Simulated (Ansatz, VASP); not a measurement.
## Two plane-wave programs on Cr

Contents of INCAR:

```
SYSTEM = Cr
PREC = Accurate ; ENCUT = 500
EDIFF = 1E-6 ; ISMEAR = -1
SIGMA = 0.1 ; LREAL = .False.
LASPH = .True. ; NELM = 200
ALGO = Normal ; ISIF = 2
LWAVE = .False. ; LCHARG = .False.
ISPIN = 2 ; MAGMOM = 0 0
LORBIT = 11 ; LMAXMIX = 4
GGA = PE ; NBANDS = 23
GGA_COMPAT = .False.
```

KPOINTS

```
Automatic mesh
0
Gamma
  5 5 5
  0 0 0
```

Contents of POSCAR:

```
Cr
1.0
    2.9100000000      0.0000000000      0.0000000000
    0.0000000000      2.9100000000      0.0000000000
    0.0000000000      0.0000000000      2.9100000000
Cr
2
Direct
    0.0068203700     -0.0048479600     -0.0026795700
    0.4969239300      0.5033726400      0.4964339700
```

Input for Ansatz:

```yaml
crystal:
  lattice:
    - [2.91, 0, 0]
    - [0, 2.91, 0]
    - [0, 0, 2.91]
  atoms:
    - { symbol: Cr, position: [0.00682037, -0.00484796, -0.00267957] }
    - { symbol: Cr, position: [0.49692393, 0.50337264, 0.49643397] }
kpoints:
  mp_grid: { grid: [5, 5, 5], shift: [0, 0, 0] }
hamiltonian:
  xc: pbe
  pseudopotentials: { kind: nc }
scf:
  occupations: { method: fermi_dirac }
magnetization:
  spin_polarized: true
```

Alike in both runs: task single point; functional PBE; k mesh 5 × 5 × 5; collinear spin.

|  | VASP | Ansatz |
| --- | --- | --- |
| version | VASP 6.6.1 | Ansatz 0.2 development build |
| potentials or method | VASP PAW PBE potentials, release 64 (Cr_pv) | scalar-relativistic |
| plane-wave cutoff (eV) | 500 | 1279 |
| occupations | fermi-dirac, width 0.1 eV | fermi-dirac |

```tsv
	VASP	Ansatz	Ansatz less VASP
net moment per atom (μB)	0.00	0.00	0.000
```

The k mesh is coarse, so the values compare programs but aren't converged.
